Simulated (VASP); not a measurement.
# Sn2As2Se (I4/mmm) in VASP: notebook

Sn2As2Se is run at these levels: PBE; tasks: single point.

Everything below comes from runs of VASP 6.6.1. Logs are shortened: lines on timing, memory, paths and dates and some standing lists are left out, and cuts for length are marked.

## Step 1: The cell of the first run

It takes space group I4/mmm (No. 139, tetragonal). The conventional cell has a = 5.470 Å, b = 5.470 Å, c = 8.448 Å, α = 90.00°, β = 90.00°, γ = 90.00°. Sn (site symmetry -4m2) has 4 As at 2.86 Å and 4 Se at 3.46 Å and 4 Sn at 3.87 Å within 3.9 Å. As (site symmetry 4mm) has 1 As at 2.54 Å and 4 Sn at 2.86 Å and 1 Se at 2.95 Å within 3.3 Å. Within 3.9 Å of Se (site symmetry 4/mmm) lie 2 As at 2.95 Å and 8 Sn at 3.46 Å.

The cell was built from a structure type or drawn by symmetry, and may not be a known phase.

## Step 2: Single point, PBE

Input file INCAR:

```
ALGO = Normal
EDIFF = 1E-6
ENCUT = 520
GGA = PE
ISIF = 2
ISMEAR = 0
LASPH = T
LCHARG = F
LREAL = F
LWAVE = F
NBANDS = 30
NELM = 80
PREC = Accurate
SIGMA = 0.1
```

Input file KPOINTS:

```
k-points
0
Gamma
  4 4 4
```

Input file POSCAR:

```
Sn2As2Se
1.0
   -2.7351154965      2.7351154965      4.2241401330
    2.7351154965     -2.7351154965      4.2241401330
    2.7351154965      2.7351154965     -4.2241401330
Sn As Se
2 2 1
Direct
    0.7500000000      0.2500000000      0.5000000000
    0.2500000000      0.7500000000      0.5000000000
    0.1502276774      0.1502276774      0.0000000000
    0.8497723226      0.8497723226      0.0000000000
    0.5000000000      0.5000000000      0.0000000000
```

Potentials or basis: VASP PAW PBE potentials, release 64 (Sn_d, As, Se).

Launch:

```console
cat potpaw_PBE.64/Sn_d/POTCAR potpaw_PBE.64/As/POTCAR potpaw_PBE.64/Se/POTCAR > POTCAR
mpirun -np 1 vasp_std > vasp.out
```

OUTCAR:

```text
EDIFF = 1E-6
   ENCUT = 520
   GGA = PE
   ISIF = 2
   ISMEAR = 0
   LASPH = T
   LREAL = F
   NELM = 80
   PREC = Accurate

 ion  position               nearest neighbor table
   1  0.750  0.250  0.500-   4 2.86   3 2.86   4 2.86   3 2.86
   2  0.250  0.750  0.500-   4 2.86   3 2.86   4 2.86   3 2.86
   3  0.150  0.150  0.000-   4 2.54   2 2.86   1 2.86   1 2.86   2 2.86
   4  0.850  0.850  0.000-   3 2.54   2 2.86   1 2.86   1 2.86   2 2.86
   5  0.500  0.500  0.000-

  LATTYP: Found a body centered tetragonal cell.
 ALAT       =     5.4702309930
 C/A-ratio  =     1.5444101496

  Lattice vectors:

 A1 = (  -2.7351154965,   2.7351154965,   4.2241401330)
 A2 = (   2.7351154965,  -2.7351154965,   4.2241401330)
 A3 = (   2.7351154965,   2.7351154965,  -4.2241401330)

Analysis of symmetry for initial positions (statically):
=====================================================================
 Subroutine PRICEL returns:
 Original cell was already a primitive cell.

 Routine SETGRP: Setting up the symmetry group for a
 body centered tetragonal supercell.

 Subroutine GETGRP returns: Found 16 space group operations
 (whereof 16 operations were pure point group operations)
 out of a pool of 16 trial point group operations.

The static configuration has the point symmetry D_4h.

Analysis of symmetry for dynamics (positions and initial velocities):
=====================================================================
 Subroutine PRICEL returns:
 Original cell was already a primitive cell.

 Routine SETGRP: Setting up the symmetry group for a
 body centered tetragonal supercell.

 Subroutine GETGRP returns: Found 16 space group operations
 (whereof 16 operations were pure point group operations)
 out of a pool of 16 trial point group operations.

The dynamic configuration has the point symmetry D_4h.

 Subroutine INISYM returns: Found 16 space group operations
 (whereof 16 operations are pure point group operations),
 and found     1 'primitive' translations

----------------------------------------------------------------------------------------

                                     Primitive cell

  volume of cell :     126.4007
[... 79 lines left out ...]
   LSORBIT =      F    spin-orbit coupling
   LASPH  =      T    aspherical Exc in radial PAW
   ENCUT  =  520.0 eV  38.22 Ry    6.18 a.u.  10.65 10.65 10.65*2*pi/ulx,y,z
   NELM   =     80;   NELMIN=  2; NELMDL= -5     # of ELM steps
   EDIFF  = 0.1E-05   stopping-criterion for ELM
   LREAL  =      F    real-space projection
   EDIFFG = 0.1E-04   stopping-criterion for IOM
   NSW    =      0    number of steps for IOM
   IBRION =     -1    ionic relax: 0-MD 1-quasi-New 2-CG
   NFREE  =      0    steps in history (QN), initial steepest desc. (CG)
   ISIF   =      2    stress and relaxation
   ISYM   =      2    0-nonsym 1-usesym 2-fastsym
   POTIM  = 0.5000    time-step for ionic-motion
   TEBEG  =    0.0;   TEEND  =   0.0 temperature during run
   PSTRESS=    0.0 pullay stress
   NELECT =      44.0000    total number of electrons
   NUPDOWN=      -1.0000    fix difference up-down
   EMIN   =  10.00;   EMAX   =-10.00  energy-range for DOS
   EFERMI =   0.00;   METHOD = LEGACY
   ISMEAR =     0;   SIGMA  =   0.10  broadening in eV -4-tet -1-fermi 0-gaus
   EFERMI_NEDOS =   21; number of points for ismear=-14 and -15
   IALGO  =     38    algorithm
   IMIX   =      4    mixing-type and parameters
     AMIX     =   0.40;   BMIX     =  1.00
     AMIX_MAG =   1.60;   BMIX_MAG =  1.00
  volume/ion in A,a.u.               =      25.28       170.60
  Fermi-wavevector in a.u.,A,eV,Ry     =   1.151620  2.176246 18.044434  1.326228
  Thomas-Fermi vector in A             =   2.288276
   LORBIT       =      0    0 simple, 1 ext, 2 COOP (PROOUT), +10 PAW based schemes
   GGA     = PE    functional components
   LHFCALC =     F    Hartree Fock is set to
   AEXX    =    0.0000 exact exchange contribution
   IVDW    =     0    specifies the selected vdW correction
   LEPSILON=     F    determine dielectric tensor
   LRPA    =     F    only Hartree local field effects (RPA)
 non-spin polarized calculation
 Gauss-broadening in eV      SIGMA  =   0.10
  energy-cutoff  :      520.00
  volume of cell :      126.40
 maximum number of plane-waves:      3442
 NGX is ok and might be reduce to    48
   NGX = 21   NGY = 21   NGZ = 21

 number of electron      43.9999993 magnetization

 Free energy of the ion-electron system (eV)
  ---------------------------------------------------
  ext. energy  EPLUGINS =         0.00000000
  ---------------------------------------------------
  free energy    TOTEN  =       -20.47272529 eV

  energy without entropy =      -20.46017419  energy(sigma->0) =      -20.46644974

 E-fermi :   5.6190     XC(G=0):  -9.8509

 val. band max:        5.4895459563   @ k =  -0.2500   0.5000   0.2500
 cond. band min:       5.6752346653   @ k =   0.5000  -0.0000   0.0000
 fundamental gap:      0.1856887090
 Fermi energy:         5.6190410839

 k-point     1 :       0.0000    0.0000    0.0000
  band No.  band energies     occupation
      1     -16.0868      2.00000
      2     -16.0594      2.00000
      3     -16.0522      2.00000
      4     -16.0522      2.00000
      5     -16.0452      2.00000
      6     -16.0366      2.00000
[... 418 lines left out ...]
     29      10.3508      0.00000
     30      10.3527      0.00000

------------------------ aborting loop because EDIFF is reached ----------------------------------------

  FORCE on cell =-STRESS in cart. coord.  units (eV):
  Direction    XX          YY          ZZ          XY          YZ          ZX
  --------------------------------------------------------------------------------------
  -------------------------------------------------------------------------------------
  Total        0.1200728      0.1200728     -0.1451927      0.0000000      0.0000000      0.0000000
  in kB        1.5219677      1.5219677     -1.8403720      0.0000000      0.0000000      0.0000000
  external PRESSURE =       0.4011878 kB  Pullay stress =       0.0000000 kB

 VOLUME and BASIS-vectors are now :
 -----------------------------------------------------------------------------
  energy-cutoff  :      520.00
  volume of cell :      126.40
      direct lattice vectors                 reciprocal lattice vectors
    -2.735115497  2.735115497  4.224140133     0.000000000  0.182807637  0.118367285
     2.735115497 -2.735115497  4.224140133     0.182807637  0.000000000  0.118367285
     2.735115497  2.735115497 -4.224140133     0.182807637  0.182807637  0.000000000

 POSITION                                       TOTAL-FORCE (eV/Angst)
 -----------------------------------------------------------------------------------
      0.00000      2.73512      2.11207         0.000000      0.000000     -0.000000
      2.73512      0.00000      2.11207         0.000000      0.000000     -0.000000
      0.00000      0.00000      1.26917        -0.000000     -0.000000     -0.004393
      0.00000      0.00000      7.17911        -0.000000     -0.000000      0.004393
      0.00000      0.00000      4.22414         0.000000      0.000000      0.000000
 -----------------------------------------------------------------------------------
    total drift:                                0.000000     -0.000000      0.000000

  FREE ENERGIE OF THE ION-ELECTRON SYSTEM (eV)
  ---------------------------------------------------
  free  energy   TOTEN  =       -20.4727252873 eV

  energy  without entropy=      -20.4601741905  energy(sigma->0) =      -20.46644974
```

It took 46 s on 1 thread of Intel Xeon Platinum 8488C (Sapphire Rapids), shared host; peak memory 0.33 GiB.

Results:

* Free energy: -20.4727 eV
* Pressure: 0.0 GPa
* Largest force: 0.004 eV/Å
* Band gap on the k mesh: zero (bands 22 and 23 overlap by 3.04 eV)

Forces in eV/Å, atoms in the order of the input:
```
Sn   0.000  0.000  0.000
Sn   0.000  0.000  0.000
As   0.000  0.000 -0.004
As   0.000  0.000  0.004
Se   0.000  0.000  0.000
```

Levels at points of the mesh, in eV from the Fermi level:
| k point | band 19 | band 20 | band 21 | band 22 | band 23 | band 24 | band 25 | band 26 |
| --- | --- | --- | --- | --- | --- | --- | --- | --- |
| (0.00, 0.00, 0.00) | -2.72 | -2.72 | -2.13 | -2.13 | -1.92 | -0.49 | 3.71 | 3.76 |
| (0.50, 0.00, 0.00) | -1.81 | -1.10 | -0.95 | 0.06 | 0.53 | 1.36 | 1.80 | 2.98 |
| (0.50, 0.50, 0.00) | -1.18 | -0.83 | -0.72 | 1.12 | 1.74 | 2.05 | 2.16 | 2.64 |
| (0.50, 0.50, 0.50) | -1.60 | -1.46 | -1.46 | -0.66 | -0.66 | 0.08 | 2.61 | 4.43 |

Caveat: spin-orbit coupling is left out, which moves the levels of the heavy elements.

## Step 3: Single point, PBE

This run uses another cell than the first one, of 27.02 Å³/atom.

Input file INCAR:

```
ALGO     = Normal         # electronic algorithm
EDIFF    = 1E-7           # SCF threshold, eV
ENCUT    = 520            # plane-wave cutoff, eV
GGA      = PE             # functional
ISIF     = 2              # what is computed and relaxed
ISMEAR   = 0              # smearing method
LASPH    = True           # aspherical terms in the spheres
LCHARG   = False          # write CHGCAR
LREAL    = False          # projectors in reciprocal space
LWAVE    = False          # write WAVECAR
NBANDS   = 30             # bands
NELM     = 60             # most SCF steps
PREC     = Accurate       # precision mode
SIGMA    = 0.1            # smearing width, eV
```

KPOINTS is that of step 2.

Input file POSCAR:

```
Sn2As2Se
1.0
   -2.9598919600      2.9598919600      3.8555489400
    2.9598919600     -2.9598919600      3.8555489400
    2.9598919600      2.9598919600     -3.8555489400
Sn As Se
2 2 1
Direct
    0.7500000000      0.2500000000      0.5000000000
    0.2500000000      0.7500000000      0.5000000000
    0.2543936200      0.2543936200      0.0000000000
    0.7456063800      0.7456063800      0.0000000000
    0.5000000000      0.5000000000      0.0000000000
```

Potentials or basis: VASP PAW PBE potentials, release 64 (Sn_d, As, Se).

Launch:

```console
cat potpaw_PBE.64/Sn_d/POTCAR potpaw_PBE.64/As/POTCAR potpaw_PBE.64/Se/POTCAR > POTCAR
mpirun -np 1 vasp_std > vasp.out
```

Run time: 41 s. Hardware: 1 thread of Intel Xeon Platinum 8488C (Sapphire Rapids), shared host; peak memory 0.27 GiB.

The run converged. Its results:

```
Free energy            : -13.4557 eV
Pressure               : 22.6 GPa
Largest force          : 14.284 eV/Å
Band gap on the k mesh : zero (bands 22 and 23 overlap by 1.68 eV)
```

Forces on the atoms (eV/Å):
```
Sn    0.000   0.000   0.000
Sn    0.000   0.000   0.000
As    0.000   0.000 -14.284
As    0.000   0.000  14.284
Se    0.000   0.000   0.000
```

Stress tensor (GPa, compression positive):
```
 2.76  0.00  0.00
 0.00  2.76  0.00
 0.00  0.00 62.31
```

Levels at points of the mesh, in eV from the Fermi level:
```csv
k point,band 19,band 20,band 21,band 22,band 23,band 24,band 25,band 26
"(0.00, 0.00, 0.00)",-4.69,-4.69,-1.13,-0.75,-0.75,0.85,2.69,3.06
"(0.50, 0.00, 0.00)",-3.94,-1.25,-0.68,-0.42,0.13,1.58,1.59,2.96
"(0.50, 0.50, 0.00)",-1.67,-1.51,-0.21,0.59,0.70,1.12,1.24,1.37
"(0.50, 0.50, 0.50)",-2.81,-2.81,-1.72,-1.09,-1.09,1.86,3.44,4.26
```

Caveat: the cell stands under pressure; spin-orbit coupling is left out, which moves the levels of the heavy elements; forces of over 1 eV/Å act on the atoms, so gaps and moduli don't describe the material at rest.
